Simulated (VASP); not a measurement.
Wanted: the native input for a VASP 6.6.1 run.

| Quantity | Value |
| --- | --- |
| Task | single point |
| Functional | PBEsol |
| Potentials or basis | VASP PAW PBE potentials, release 64 (In_d) |
| Cutoff | 500 eV |
| k mesh | 6 × 6 × 6 |
| Occupations | gaussian, width 0.1 eV |
| Spin | no spin polarisation |
| Dipole correction | no |
| Further INCAR settings | ALGO = Normal; EDIFF = 1e-06; NBANDS = 12 |

The structure of In lies in POSCAR:

```
In
1.0
   -1.8825252400      1.8825252400      1.8825252400
    1.8825252400     -1.8825252400      1.8825252400
    1.8825252400      1.8825252400     -1.8825252400
In
1
Direct
    0.0000000000      0.0000000000      0.0000000000
```

One way to write it, as run:

INCAR

```
PREC = Accurate ; ENCUT = 500
EDIFF = 1E-6 ; ISMEAR = 0
SIGMA = 0.1 ; LREAL = False
LASPH = True ; NELM = 120
ALGO = Normal ; ISIF = 2
LWAVE = False ; LCHARG = True
GGA = PS ; LELF = True
LVHAR = True ; NBANDS = 12
GGA_COMPAT = False
```

KPOINTS

```
Automatic mesh
0
Gamma
  6 6 6
```

Potentials or basis: VASP PAW PBE potentials, release 64 (In_d).

Launch:

```bash
$ cat potpaw_PBE.64/In_d/POTCAR > POTCAR
$ mpirun -np 1 vasp_std > vasp.out
```

It gave:

* Pressure: -2.2 GPa

Caveat: the k points lie up to 0.39 Å⁻¹ apart; the PAW data sets were made with another functional, which shifts forces and pressure a little.

Wall time 7.4 s on 1 thread of Intel Xeon 8259CL, with other jobs on the host, peak memory 0.13 GiB.
